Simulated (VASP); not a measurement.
# Rb (I4/mmm) in VASP: further runs

The runs below take Rb through single point, with r2SCAN.

All numbers are computed with VASP 6.6.1; they aren't measurements. Logs are shortened: lines on timing, memory, paths and dates and some standing lists are left out, and cuts for length are marked.

## 1. The cell of the first run

Symmetry: I4/mmm, No. 139, tetragonal system. Conventional cell: a = 5.643 Å, b = 5.643 Å, c = 5.609 Å, α = 90.00°, β = 90.00°, γ = 90.00°.

## 2. Single point, r2SCAN (biaxial strain in the a-b plane: -4.5 %)

The input, POSCAR:

```
Rb
1.0
    5.6431176555      0.0000000000      0.0000000000
    0.0000000000      5.6431176555      0.0000000000
    0.0000000000      0.0000000000      5.6091560316
Rb
2
Direct
    0.0000000000      0.0000000000      0.0000000000
    0.5000000000      0.5000000000      0.5000000000
```

The input, INCAR.step1:

```
PREC = Accurate
ENCUT = 520
ISMEAR = 0
SIGMA = 0.1
LREAL = False
LASPH = True
NELM = 60
NBANDS = 16
GGA = PE
ALGO = Normal
EDIFF = 1E-4
LWAVE = True
LCHARG = False
```

The input, INCAR.step2:

```
PREC = Accurate
ENCUT = 520
EDIFF = 1E-6
ISMEAR = 0
SIGMA = 0.1
LREAL = False
LASPH = True
NELM = 60
ALGO = Normal
ISIF = 2
LWAVE = False
LCHARG = True
METAGGA = R2SCAN
LMIXTAU = True
LELF = True
LVHAR = True
NBANDS = 16
ISTART = 1
```

The input, KPOINTS:

```
regular mesh
0
Gamma
  8 8 8
```

Potentials or basis: VASP PAW PBE potentials, release 64 (Rb_sv).

Launch:

```
cat potpaw_PBE.64/Rb_sv/POTCAR > POTCAR
cp INCAR.step1 INCAR
mpirun -np 1 vasp_std > vasp.out
cp INCAR.step2 INCAR
mpirun -np 1 vasp_std > vasp.out
```

OUTCAR:

```text
PREC = Accurate
   ENCUT = 520
   EDIFF = 1E-6
   ISMEAR = 0
   LREAL = False
   LASPH = True
   NELM = 60
   ISIF = 2
   METAGGA = R2SCAN
   ISTART = 1

 ion  position               nearest neighbor table
   1  0.000  0.000  0.000-   2 4.88   2 4.88   2 4.88   2 4.88   2 4.88   2 4.88   2 4.88   2 4.88

   2  0.500  0.500  0.500-   1 4.88   1 4.88   1 4.88   1 4.88   1 4.88   1 4.88   1 4.88   1 4.88

  LATTYP: Found a simple tetragonal cell.
 ALAT       =     5.6431176555
 C/A-ratio  =     0.9939817622

  Lattice vectors:

 A1 = (   5.6431176555,   0.0000000000,   0.0000000000)
 A2 = (   0.0000000000,   5.6431176555,   0.0000000000)
 A3 = (   0.0000000000,   0.0000000000,   5.6091560316)

Analysis of symmetry for initial positions (statically):
=====================================================================
 Subroutine PRICEL returns following result:

  LATTYP: Found a body centered tetragonal cell.
 ALAT       =     5.6431176555
 C/A-ratio  =     0.9939817622

  Lattice vectors:

 A1 = (  -2.8215588278,  -2.8215588278,  -2.8045780158)
 A2 = (   2.8215588278,   2.8215588278,  -2.8045780158)
 A3 = (   2.8215588278,  -2.8215588278,   2.8045780158)

   2 primitive cells build up your supercell.

 Routine SETGRP: Setting up the symmetry group for a
 simple tetragonal supercell.

 Subroutine GETGRP returns: Found 16 space group operations
 (whereof 16 operations were pure point group operations)
 out of a pool of 16 trial point group operations.

The static configuration has the point symmetry D_4h.

Analysis of symmetry for dynamics (positions and initial velocities):
=====================================================================
 Subroutine PRICEL returns following result:

  LATTYP: Found a body centered tetragonal cell.
 ALAT       =     5.6431176555
 C/A-ratio  =     0.9939817622

  Lattice vectors:

 A1 = (  -2.8215588278,  -2.8215588278,  -2.8045780158)
 A2 = (   2.8215588278,   2.8215588278,  -2.8045780158)
 A3 = (   2.8215588278,  -2.8215588278,   2.8045780158)

   2 primitive cells build up your supercell.

 Routine SETGRP: Setting up the symmetry group for a
 simple tetragonal supercell.

 Subroutine GETGRP returns: Found 16 space group operations
 (whereof 16 operations were pure point group operations)
 out of a pool of 16 trial point group operations.

The dynamic configuration has the point symmetry D_4h.

 Subroutine INISYM returns: Found 16 space group operations
 (whereof 16 operations are pure point group operations),
 and found     2 'primitive' translations

----------------------------------------------------------------------------------------

                                     Primitive cell

  volume of cell :      89.3112

  direct lattice vectors                    reciprocal lattice vectors
    -2.821558828 -2.821558828 -2.804578016    -0.000000000 -0.177207009 -0.178279940
     2.821558828  2.821558828 -2.804578016     0.177207009  0.000000000 -0.178279940
     2.821558828 -2.821558828  2.804578016     0.177207009 -0.177207009  0.000000000

  length of vectors
     4.877299077  4.877299077  4.877299077     0.251368377  0.251368377  0.250608555

  position of ions in fractional coordinates (direct lattice)
     0.000000000  0.000000000  0.000000000

  ion indices of the primitive-cell ions
   primitive index   ion index
                 1           1

----------------------------------------------------------------------------------------

 KPOINTS: regular mesh

Automatic generation of k-mesh.
 Grid dimensions read from file:
 generate k-points for:    8    8    8

 Generating k-lattice:

  Cartesian coordinates                     Fractional coordinates (reciprocal lattice)
     0.022150876  0.000000000  0.000000000     0.125000000  0.000000000  0.000000000
     0.000000000  0.022150876  0.000000000     0.000000000  0.125000000  0.000000000
     0.000000000  0.000000000  0.022284992     0.000000000  0.000000000  0.125000000

  Length of vectors
     0.022150876  0.022150876  0.022284992

  Shift w.r.t. Gamma in fractional coordinates (k-lattice)
     0.000000000  0.000000000  0.000000000

 Subroutine IBZKPT returns following result:
 ===========================================

 Found     75 irreducible k-points:

 Following reciprocal coordinates:
            Coordinates               Weight
  0.000000  0.000000  0.000000      1.000000
  0.125000  0.000000  0.000000      4.000000
  0.250000  0.000000  0.000000      4.000000
  0.375000  0.000000  0.000000      4.000000
  0.500000  0.000000  0.000000      2.000000
  0.125000  0.125000  0.000000      4.000000
[... 16 lines left out ...]
  0.375000  0.125000  0.125000     16.000000
  0.500000  0.125000  0.125000      8.000000
 [... further k-points ...]
   k-points           NKPTS =     75   k-points in BZ     NKDIM =     75   number of bands    NBANDS=     16
   number of dos      NEDOS =    301   number of ions     NIONS =      2
   total plane-waves  NPLWV =  74088
   dimension x,y,z NGX =    42 NGY =   42 NGZ =   42
   dimension x,y,z NGXF=    84 NGYF=   84 NGZF=   84
   ions per type =               2
   NGX,Y,Z   is equivalent  to a cutoff of  12.37, 12.37, 12.45 a.u.
   NGXF,Y,Z  is equivalent  to a cutoff of  24.75, 24.75, 24.90 a.u.
 SYSTEM =  unknown system
   PREC   = accura    normal or accurate (medium, high low for compatibility)
   ISTART =      1    job   : 0-new  1-cont  2-samecut
   ICHARG =      0    charge: 1-file 2-atom 10-const
   ISPIN  =      1    spin polarized calculation?
   LNONCOLLINEAR =      F non collinear calculations
   LSORBIT =      F    spin-orbit coupling
   LASPH  =      T    aspherical Exc in radial PAW
   ENCUT  =  520.0 eV  38.22 Ry    6.18 a.u.  10.49 10.49 10.43*2*pi/ulx,y,z
   NELM   =     60;   NELMIN=  2; NELMDL=  0     # of ELM steps
   EDIFF  = 0.1E-05   stopping-criterion for ELM
   LREAL  =      F    real-space projection
   EDIFFG = 0.1E-04   stopping-criterion for IOM
   NSW    =      0    number of steps for IOM
   IBRION =     -1    ionic relax: 0-MD 1-quasi-New 2-CG
   NFREE  =      0    steps in history (QN), initial steepest desc. (CG)
   ISIF   =      2    stress and relaxation
   ISYM   =      2    0-nonsym 1-usesym 2-fastsym
   POTIM  = 0.5000    time-step for ionic-motion
   TEBEG  =    0.0;   TEEND  =   0.0 temperature during run
   PSTRESS=    0.0 pullay stress
   NELECT =      18.0000    total number of electrons
   NUPDOWN=      -1.0000    fix difference up-down
   EMIN   =  10.00;   EMAX   =-10.00  energy-range for DOS
   EFERMI =   0.00;   METHOD = LEGACY
   ISMEAR =     0;   SIGMA  =   0.10  broadening in eV -4-tet -1-fermi 0-gaus
   EFERMI_NEDOS =   21; number of points for ismear=-14 and -15
   IALGO  =     38    algorithm
   IMIX   =      4    mixing-type and parameters
     AMIX     =   0.40;   BMIX     =  1.00
     AMIX_MAG =   1.60;   BMIX_MAG =  1.00
  volume/ion in A,a.u.               =      89.31       602.70
  Fermi-wavevector in a.u.,A,eV,Ry     =   0.761822  1.439636  7.896460  0.580373
  Thomas-Fermi vector in A             =   1.861147
   LORBIT       =      0    0 simple, 1 ext, 2 COOP (PROOUT), +10 PAW based schemes
   METAGGA = R2SCAN    functional components
   LHFCALC =     F    Hartree Fock is set to
   AEXX    =    0.0000 exact exchange contribution
   IVDW    =     0    specifies the selected vdW correction
   LEPSILON=     F    determine dielectric tensor
   LRPA    =     F    only Hartree local field effects (RPA)
 non-spin polarized calculation
 Gauss-broadening in eV      SIGMA  =   0.10
  energy-cutoff  :      520.00
  volume of cell :      178.62
 maximum number of plane-waves:      4841
 NGX is ok and might be reduce to    42
   NGX = 21   NGY = 21   NGZ = 21

 number of electron      18.0000000 magnetization

 Free energy of the ion-electron system (eV)
  ---------------------------------------------------
  ext. energy  EPLUGINS =         0.00000000
  ---------------------------------------------------
  free energy    TOTEN  =       -27.83494345 eV

  energy without entropy =      -27.82424819  energy(sigma->0) =      -27.82959582

 E-fermi :   0.1556     XC(G=0):  -5.7704

 val. band max:        0.1414545926   @ k =   0.3750   0.0000   0.5000
 cond. band min:       0.1598495033   @ k =   0.0000   0.0000   0.3750
 fundamental gap:      0.0183949107
 Fermi energy:         0.1555548211

 k-point     1 :       0.0000    0.0000    0.0000
  band No.  band energies     occupation
      1     -29.9548      2.00000
      2     -29.9460      2.00000
      3     -13.5157      2.00000
      4     -13.5157      2.00000
      5     -13.5145      2.00000
      6     -13.4423      2.00000
[... 8 lines left out ...]
     15       4.2217      0.00000
     16       4.2551      0.00000

 k-point     2 :       0.1250    0.0000    0.0000
  band No.  band energies     occupation
      1     -29.9545      2.00000
      2     -29.9463      2.00000
      3     -13.5155      2.00000
      4     -13.5128      2.00000
      5     -13.5116      2.00000
      6     -13.4478      2.00000
[... 8 lines left out ...]
     15       4.0964      0.00000
     16       4.1312      0.00000

 k-point     3 :       0.2500    0.0000    0.0000
  band No.  band energies     occupation
      1     -29.9534      2.00000
      2     -29.9472      2.00000
      3     -13.5139      2.00000
      4     -13.5044      2.00000
      5     -13.5033      2.00000
      6     -13.4622      2.00000
[... 8 lines left out ...]
     15       3.8386      0.00000
     16       3.8757      0.00000

 k-point     4 :       0.3750    0.0000    0.0000
  band No.  band energies     occupation
      1     -29.9519      2.00000
      2     -29.9485      2.00000
      3     -13.5083      2.00000
      4     -13.4920      2.00000
      5     -13.4912      2.00000
      6     -13.4804      2.00000
[... 8 lines left out ...]
     15       3.6061      0.00000
     16       3.6461      0.00000

 k-point     5 :       0.5000    0.0000    0.0000
  band No.  band energies     occupation
      1     -29.9501      2.00000
      2     -29.9501      2.00000
      3     -13.4970      2.00000
      4     -13.4970      2.00000
      5     -13.4778      2.00000
      6     -13.4778      2.00000
[... 8 lines left out ...]
     15       3.5149      0.00000
     16       3.5149      0.00000

 k-point     6 :       0.1250    0.1250    0.0000
  band No.  band energies     occupation
      1     -29.9541      2.00000
      2     -29.9466      2.00000
      3     -13.5203      2.00000
      4     -13.5089      2.00000
      5     -13.5052      2.00000
      6     -13.4580      2.00000
[... 8 lines left out ...]
     15       3.9760      0.00000
     16       4.0088      0.00000
[... 267 lines left out ...]
 k-point    21 :       0.1250    0.1250    0.1250
  band No.  band energies     occupation
      1     -29.9538      2.00000
      2     -29.9468      2.00000
      3     -13.5172      2.00000
      4     -13.5165      2.00000
      5     -13.4959      2.00000
      6     -13.4668      2.00000
[... 8 lines left out ...]
     15       3.9733      0.00000
     16       4.0174      0.00000

 k-point    22 :       0.2500    0.1250    0.1250
  band No.  band energies     occupation
      1     -29.9529      2.00000
      2     -29.9475      2.00000
      3     -13.5227      2.00000
      4     -13.5078      2.00000
      5     -13.4840      2.00000
      6     -13.4835      2.00000
[... 8 lines left out ...]
     15       3.9455      0.00000
     16       4.3488      0.00000

 k-point    23 :       0.3750    0.1250    0.1250
  band No.  band energies     occupation
      1     -29.9515      2.00000
      2     -29.9487      2.00000
      3     -13.5227      2.00000
      4     -13.5014      2.00000
      5     -13.4948      2.00000
      6     -13.4719      2.00000
[... 8 lines left out ...]
     15       3.9517      0.00000
     16       4.3677      0.00000

 k-point    24 :       0.5000    0.1250    0.1250
  band No.  band energies     occupation
      1     -29.9501      2.00000
      2     -29.9501      2.00000
      3     -13.5155      2.00000
      4     -13.5155      2.00000
      5     -13.4798      2.00000
      6     -13.4798      2.00000
[... 8 lines left out ...]
     15       4.0851      0.00000
     16       4.0851      0.00000

 [... further k-points ...]

------------------------ aborting loop because EDIFF is reached ----------------------------------------

  FORCE on cell =-STRESS in cart. coord.  units (eV):
  Direction    XX          YY          ZZ          XY          YZ          ZX
  --------------------------------------------------------------------------------------
  -------------------------------------------------------------------------------------
  Total        0.2014815      0.2014815      0.1997129      0.0000000     -0.0000000      0.0000000
  in kB        1.8072160      1.8072160      1.7913525      0.0000000     -0.0000000      0.0000000
  external PRESSURE =       1.8019281 kB  Pullay stress =       0.0000000 kB

 VOLUME and BASIS-vectors are now :
 -----------------------------------------------------------------------------
  energy-cutoff  :      520.00
  volume of cell :      178.62
      direct lattice vectors                 reciprocal lattice vectors
     5.643117656  0.000000000  0.000000000     0.177207009  0.000000000  0.000000000
     0.000000000  5.643117656  0.000000000     0.000000000  0.177207009  0.000000000
     0.000000000  0.000000000  5.609156032     0.000000000  0.000000000  0.178279940

 POSITION                                       TOTAL-FORCE (eV/Angst)
 -----------------------------------------------------------------------------------
      0.00000      0.00000      0.00000        -0.000000      0.000000     -0.000000
      2.82156      2.82156      2.80458         0.000000     -0.000000      0.000000
 -----------------------------------------------------------------------------------
    total drift:                                0.000000     -0.000000     -0.000000

  FREE ENERGIE OF THE ION-ELECTRON SYSTEM (eV)
  ---------------------------------------------------
  free  energy   TOTEN  =       -27.8349434451 eV

  energy  without entropy=      -27.8242481920  energy(sigma->0) =      -27.82959582
```

Wall time 6.1 min (1 thread of AMD EPYC 9R45 (Zen 5), shared host); peak memory 0.36 GiB.

Results:

```yaml
Free_energy: -27.8349 eV
Pressure: 0.2 GPa
Band_gap_on_the_k_mesh: zero (bands 9 and 10 overlap by 2.01 eV)
```

Caveat: the cell differs from its parent crystal (biaxial strain in the a-b plane: -4.5 %); the PAW data sets were made with another functional, which shifts forces and pressure a little.

## 3. Single point, r2SCAN (biaxial strain in the a-b plane: -3.0 %)

The input, POSCAR:

```
Rb
1.0
    5.7317530113      0.0000000000      0.0000000000
    0.0000000000      5.7317530113      0.0000000000
    0.0000000000      0.0000000000      5.5600008180
Rb
2
Direct
    0.0000000000      0.0000000000      0.0000000000
    0.5000000000      0.5000000000      0.5000000000
```

The input, INCAR.step1:

```
  ALGO = Normal
  EDIFF = 1E-4
  ENCUT = 520
  GGA = PE
  ISMEAR = 0
  LASPH = T
  LCHARG = F
  LREAL = F
  LWAVE = T
  NBANDS = 16
  NELM = 60
  PREC = Accurate
  SIGMA = 0.1
```

The input, INCAR.step2:

```
  ALGO = Normal
  EDIFF = 1E-7
  ENCUT = 520
  ISIF = 2
  ISMEAR = 0
  ISTART = 1
  LASPH = T
  LCHARG = T
  LELF = T
  LMIXTAU = T
  LREAL = F
  LVHAR = T
  LWAVE = F
  METAGGA = R2SCAN
  NBANDS = 16
  NELM = 60
  PREC = Accurate
  SIGMA = 0.1
```

The input, KPOINTS:

```
k-points
0
Gamma
  8 8 8
```

Potentials or basis: VASP PAW PBE potentials, release 64 (Rb_sv).

Launch:

```
cat potpaw_PBE.64/Rb_sv/POTCAR > POTCAR
cp INCAR.step1 INCAR
mpirun -np 1 vasp_std > vasp.out
cp INCAR.step2 INCAR
mpirun -np 1 vasp_std > vasp.out
```

It took 7.8 min on 1 thread of AMD EPYC 9R45 (Zen 5), shared host; peak memory 0.41 GiB.

The run converged. Its results:

| Property | Result |
| --- | --- |
| Free energy | -27.8386 eV |
| Pressure | 0.1 GPa |
| Band gap on the k mesh | zero (bands 9 and 10 overlap by 2.01 eV) |

Levels at points of the mesh, in eV from the Fermi level:
```
           k point  band 7  band 8  band 9  band 10  band 11  band 12
(0.00, 0.00, 0.00)  -13.61  -13.61   -2.12     1.23     1.33     3.36
(0.50, 0.00, 0.00)  -13.64  -13.64   -0.72    -0.72     2.46     2.46
(0.50, 0.50, 0.00)  -13.61  -13.61    0.28     0.28     0.62     0.62
(0.00, 0.00, 0.50)  -13.64  -13.64   -0.63    -0.63     2.47     2.47
(0.50, 0.00, 0.50)  -13.61  -13.61    0.33     0.33     0.70     0.70
(0.50, 0.50, 0.50)  -13.65  -13.65    1.30     1.30     1.30     1.30
```

Caveat: the cell differs from its parent crystal (biaxial strain in the a-b plane: -3.0 %); the PAW data sets were made with another functional, which shifts forces and pressure a little.

The gap in the log of VASP goes by the Fermi energy; the results here count the filled bands.